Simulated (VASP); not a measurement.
# TiC in VASP: further runs

TiC is run at these levels: PBEsol; tasks: single point.

All numbers are computed with VASP 6.6.1; they aren't measurements. Logs are shortened: lines on timing, memory, paths and dates and some standing lists are left out, and cuts for length are marked.

## (1) The cell of the first run

It takes space group Fm-3m (No. 225, cubic). The conventional cell has a = 4.331 Å, b = 4.331 Å, c = 4.331 Å, α = 90.00°, β = 90.00°, γ = 90.00°. Within 2.9 Å of Ti (site symmetry m-3m) lie 6 C at 2.17 Å. Within 2.9 Å of C (site symmetry m-3m) lie 6 Ti at 2.17 Å.

## (2) Single point, PBEsol

INCAR

```
PREC = Accurate
ENCUT = 520
EDIFF = 1E-6
ISMEAR = -1
SIGMA = 0.05
LREAL = F
LASPH = T
NELM = 80
ALGO = Normal
ISIF = 2
LWAVE = F
LCHARG = F
GGA = PS
NBANDS = 15
```

KPOINTS

```
regular mesh
0
Gamma
  11 11 11
```

POSCAR

```
TiC
1.0
    0.0000000000      2.1657188437      2.1657188437
    2.1657188437      0.0000000000      2.1657188437
    2.1657188437      2.1657188437      0.0000000000
Ti C
1 1
Direct
    0.0000000000      0.0000000000      0.0000000000
    0.5000000000      0.5000000000      0.5000000000
```

Potentials or basis: VASP PAW PBE potentials, release 64 (Ti_sv, C).

Launch:

```
$ cat potpaw_PBE.64/Ti_sv/POTCAR potpaw_PBE.64/C/POTCAR > POTCAR
$ mpirun -np 1 vasp_std > vasp.out
```

OUTCAR:

```text
PREC = Accurate
   ENCUT = 520
   EDIFF = 1E-6
   ISMEAR = -1
   LREAL = F
   LASPH = T
   NELM = 80
   ISIF = 2
   GGA = PS

 ion  position               nearest neighbor table
   1  0.000  0.000  0.000-   2 2.17   2 2.17   2 2.17   2 2.17   2 2.17   2 2.17
   2  0.500  0.500  0.500-   1 2.17   1 2.17   1 2.17   1 2.17   1 2.17   1 2.17

  LATTYP: Found a face centered cubic cell.
 ALAT       =     4.3314376874

  Lattice vectors:

 A1 = (   0.0000000000,   2.1657188437,   2.1657188437)
 A2 = (   2.1657188437,   0.0000000000,   2.1657188437)
 A3 = (   2.1657188437,   2.1657188437,   0.0000000000)

Analysis of symmetry for initial positions (statically):
=====================================================================
 Subroutine PRICEL returns:
 Original cell was already a primitive cell.

 Routine SETGRP: Setting up the symmetry group for a
 face centered cubic supercell.

 Subroutine GETGRP returns: Found 48 space group operations
[... 9 lines left out ...]

 Routine SETGRP: Setting up the symmetry group for a
 face centered cubic supercell.

 Subroutine GETGRP returns: Found 48 space group operations
[... 11 lines left out ...]
                                     Primitive cell

  volume of cell :      20.3159

  direct lattice vectors                    reciprocal lattice vectors
     0.000000000  2.165718844  2.165718844    -0.230870227  0.230870227  0.230870227
     2.165718844  0.000000000  2.165718844     0.230870227 -0.230870227  0.230870227
     2.165718844  2.165718844  0.000000000     0.230870227  0.230870227 -0.230870227

  length of vectors
     3.062788961  3.062788961  3.062788961     0.399878962  0.399878962  0.399878962

  position of ions in fractional coordinates (direct lattice)
[... 8 lines left out ...]
----------------------------------------------------------------------------------------

 KPOINTS: regular mesh

Automatic generation of k-mesh.
 Grid dimensions read from file:
 generate k-points for:   11   11   11

 Generating k-lattice:

  Cartesian coordinates                     Fractional coordinates (reciprocal lattice)
    -0.020988202  0.020988202  0.020988202     0.090909091  0.000000000  0.000000000
     0.020988202 -0.020988202  0.020988202     0.000000000  0.090909091  0.000000000
     0.020988202  0.020988202 -0.020988202     0.000000000  0.000000000  0.090909091

  Length of vectors
     0.036352633  0.036352633  0.036352633

[... 52 lines left out ...]
   NELM   =     80;   NELMIN=  2; NELMDL= -5     # of ELM steps
   EDIFF  = 0.1E-05   stopping-criterion for ELM
   LREAL  =      F    real-space projection
   EDIFFG = 0.1E-04   stopping-criterion for IOM
   NSW    =      0    number of steps for IOM
   IBRION =     -1    ionic relax: 0-MD 1-quasi-New 2-CG
   NFREE  =      0    steps in history (QN), initial steepest desc. (CG)
   ISIF   =      2    stress and relaxation
   ISYM   =      2    0-nonsym 1-usesym 2-fastsym
   POTIM  = 0.5000    time-step for ionic-motion
   TEBEG  =    0.0;   TEEND  =   0.0 temperature during run
   PSTRESS=    0.0 pullay stress
   NELECT =      16.0000    total number of electrons
   NUPDOWN=      -1.0000    fix difference up-down
   EMIN   =  10.00;   EMAX   =-10.00  energy-range for DOS
   EFERMI =   0.00;   METHOD = LEGACY
   ISMEAR =    -1;   SIGMA  =   0.05  broadening in eV -4-tet -1-fermi 0-gaus
   EFERMI_NEDOS =   21; number of points for ismear=-14 and -15
   IALGO  =     38    algorithm
   IMIX   =      4    mixing-type and parameters
     AMIX     =   0.40;   BMIX     =  1.00
     AMIX_MAG =   1.60;   BMIX_MAG =  1.00
  volume/ion in A,a.u.               =      10.16        68.55
  Fermi-wavevector in a.u.,A,eV,Ry     =   1.511829  2.856943 31.097854  2.285628
  Thomas-Fermi vector in A             =   2.621834
   LORBIT       =      0    0 simple, 1 ext, 2 COOP (PROOUT), +10 PAW based schemes
   GGA     = PS    functional components
   LHFCALC =     F    Hartree Fock is set to
   AEXX    =    0.0000 exact exchange contribution
   IVDW    =     0    specifies the selected vdW correction
   LEPSILON=     F    determine dielectric tensor
   LRPA    =     F    only Hartree local field effects (RPA)
 non-spin polarized calculation
  energy-cutoff  :      520.00
  volume of cell :       20.32
 maximum number of plane-waves:       560
   NGX = 11   NGY = 11   NGZ = 11

 number of electron      16.0000000 magnetization

 Free energy of the ion-electron system (eV)
  ---------------------------------------------------
  ext. energy  EPLUGINS =         0.00000000
  ---------------------------------------------------
  free energy    TOTEN  =       -19.79297878 eV

  energy without entropy =      -19.79056290  energy(sigma->0) =      -19.79177084

 E-fermi :   9.3572     XC(G=0): -12.8603

 val. band max:        9.2406330938   @ k =   0.4545   0.4545   0.0000
 cond. band min:       9.4439317834   @ k =   0.3636   0.2727   0.0000
 fundamental gap:      0.2032986896
 Fermi energy:         9.3572436473

 k-point     1 :       0.0000    0.0000    0.0000
  band No.  band energies     occupation
      1     -47.0307      2.00000
      2     -23.1571      2.00000
      3     -23.1571      2.00000
      4     -23.1571      2.00000
      5      -3.0661      2.00000
      6       9.9638      0.00001
      7       9.9638      0.00001
      8       9.9638      0.00001
      9      11.0057      0.00000
     10      11.0057      0.00000
     11      11.0057      0.00000
     12      11.0258      0.00000
     13      11.0258      0.00000
     14      19.7774      0.00000
[... 401 lines left out ...]
      2     -23.4351      2.00000
      3     -23.2666      2.00000
      4     -23.1774      2.00000
      5      -1.3308      2.00000
      6       6.0514      2.00000
      7       7.1425      2.00000
      8       7.3443      2.00000
      9      10.8261      0.00000
     10      11.9579      0.00000
     11      12.8874      0.00000
     12      13.6864      0.00000
     13      16.6035      0.00000
     14      21.0482      0.00000
     15      22.7480      0.00000

 [... further k-points ...]
[... 5 lines left out ...]
  --------------------------------------------------------------------------------------
  -------------------------------------------------------------------------------------
  Total       -0.8192892     -0.8192892     -0.8192892      0.0000000      0.0000000     -0.0000000
  in kB      -64.6117590    -64.6117590    -64.6117590      0.0000000      0.0000000     -0.0000000
  external PRESSURE =     -64.6117590 kB  Pullay stress =       0.0000000 kB

 VOLUME and BASIS-vectors are now :
 -----------------------------------------------------------------------------
  energy-cutoff  :      520.00
  volume of cell :       20.32
      direct lattice vectors                 reciprocal lattice vectors
     0.000000000  2.165718844  2.165718844    -0.230870227  0.230870227  0.230870227
     2.165718844  0.000000000  2.165718844     0.230870227 -0.230870227  0.230870227
     2.165718844  2.165718844  0.000000000     0.230870227  0.230870227 -0.230870227

 POSITION                                       TOTAL-FORCE (eV/Angst)
 -----------------------------------------------------------------------------------
      0.00000      0.00000      0.00000         0.000000     -0.000000      0.000000
      2.16572      2.16572      2.16572        -0.000000      0.000000     -0.000000
 -----------------------------------------------------------------------------------
    total drift:                                0.000000     -0.000000     -0.000000

  FREE ENERGIE OF THE ION-ELECTRON SYSTEM (eV)
  ---------------------------------------------------
  free  energy   TOTEN  =       -19.7929787802 eV

  energy  without entropy=      -19.7905628990  energy(sigma->0) =      -19.79177084
```

Run time: 10 s. Hardware: 1 thread of Intel Xeon Platinum 8488C (Sapphire Rapids), shared host; peak memory 0.14 GiB.

Results:

- Free energy: -19.7930 eV
- Pressure: -6.5 GPa
- Band gap on the k mesh: zero (band 8 reaches 9.96 eV, above the bottom of band 9 at 8.89 eV)

Caveat: the PAW data sets were made with another functional, which shifts forces and pressure a little.

## (3) Single point, PBEsol (volume scaled by 1.02)

INCAR

```
SYSTEM = TiC
PREC     = Accurate       ! precision mode
ENCUT    = 520            ! plane-wave cutoff, eV
EDIFF    = 1E-6           ! SCF threshold, eV
ISMEAR   = -1             ! smearing method
SIGMA    = 0.05           ! smearing width, eV
LREAL    = .False.        ! projectors in reciprocal space
LASPH    = .True.         ! aspherical terms in the spheres
NELM     = 80             ! most SCF steps
ALGO     = Normal         ! electronic algorithm
ISIF     = 2              ! what is computed and relaxed
LWAVE    = .False.        ! write WAVECAR
LCHARG   = .False.        ! write CHGCAR
GGA      = PS             ! functional
NBANDS   = 15             ! bands
```

KPOINTS

```
Automatic mesh
0
Gamma
  11 11 11
  0 0 0
```

POSCAR

```
TiC
1.0
    0.0000000000      2.1800617706      2.1800617706
    2.1800617706      0.0000000000      2.1800617706
    2.1800617706      2.1800617706      0.0000000000
Ti C
1 1
Direct
    0.0000000000      0.0000000000      0.0000000000
    0.5000000000      0.5000000000      0.5000000000
```

Potentials or basis: VASP PAW PBE potentials, release 64 (Ti_sv, C).

Launch:

```
$ cat potpaw_PBE.64/Ti_sv/POTCAR potpaw_PBE.64/C/POTCAR > POTCAR
$ mpirun -np 1 vasp_std > vasp.out
```

Wall time 9 s (1 thread of Intel Xeon Platinum 8488C (Sapphire Rapids), shared host); peak memory 0.14 GiB.

The run converged. Its results:

```
Free energy            : -19.7710 eV
Pressure               : -11.1 GPa
Band gap on the k mesh : zero (band 8 reaches 9.73 eV, above the bottom of band 9 at 8.66 eV)
```

Levels at points of the mesh, in eV from the Fermi level:
| k point | band 6 | band 7 | band 8 | band 9 | band 10 | band 11 |
| --- | --- | --- | --- | --- | --- | --- |
| (0.00, 0.00, 0.00) | 0.60 | 0.60 | 0.60 | 1.63 | 1.63 | 1.63 |

Caveat: the PAW data sets were made with another functional, which shifts forces and pressure a little.

## (4) Single point, PBEsol (atoms moved at random)

INCAR

```
SYSTEM = TiC
ALGO = Normal
EDIFF = 1E-6
ENCUT = 520
GGA = PS
ISIF = 2
ISMEAR = -1
LASPH = .True.
LCHARG = .False.
LREAL = .False.
LWAVE = .False.
NBANDS = 15
NELM = 60
PREC = Accurate
SIGMA = 0.05
```

KPOINTS

```
k-points
0
Gamma
  11 11 11
  0 0 0
```

POSCAR

```
TiC
1.0
    0.0000000000      2.1657188437      2.1657188437
    2.1657188437      0.0000000000      2.1657188437
    2.1657188437      2.1657188437      0.0000000000
Ti C
1 1
Direct
   -0.0179180000      0.0215340000     -0.0071780000
    0.4843900000      0.5074340000      0.5141740000
```

Launch:

```
$ cat potpaw_PBE.64/Ti_sv/POTCAR potpaw_PBE.64/C/POTCAR > POTCAR
$ mpirun -np 1 vasp_std > vasp.out
```

Run time: 83 s. Hardware: 1 thread of Intel Xeon Platinum 8488C (Sapphire Rapids), shared host; peak memory 0.31 GiB.

It converged, with:

* Free energy: -19.7765 eV
* Pressure: -6.1 GPa
* Largest force: 0.551 eV/Å
* Band gap on the k mesh: zero (band 8 reaches 9.96 eV, above the bottom of band 9 at 8.94 eV)

Forces on the atoms (eV/Å):
```
Ti   0.147  0.474 -0.239
C   -0.147 -0.474  0.239
```

Stress tensor (GPa, compression positive):
```
-6.32 -0.13  0.07
-0.13 -5.65  0.21
 0.07  0.21 -6.20
```

Levels at points of the mesh, in eV from the Fermi level:
```csv
k point,band 6,band 7,band 8,band 9,band 10,band 11
"(0.00, 0.00, 0.00)",0.47,0.51,0.59,1.20,1.49,1.78
```

Caveat: the cell differs from its parent crystal (atoms moved at random); the PAW data sets were made with another functional, which shifts forces and pressure a little.
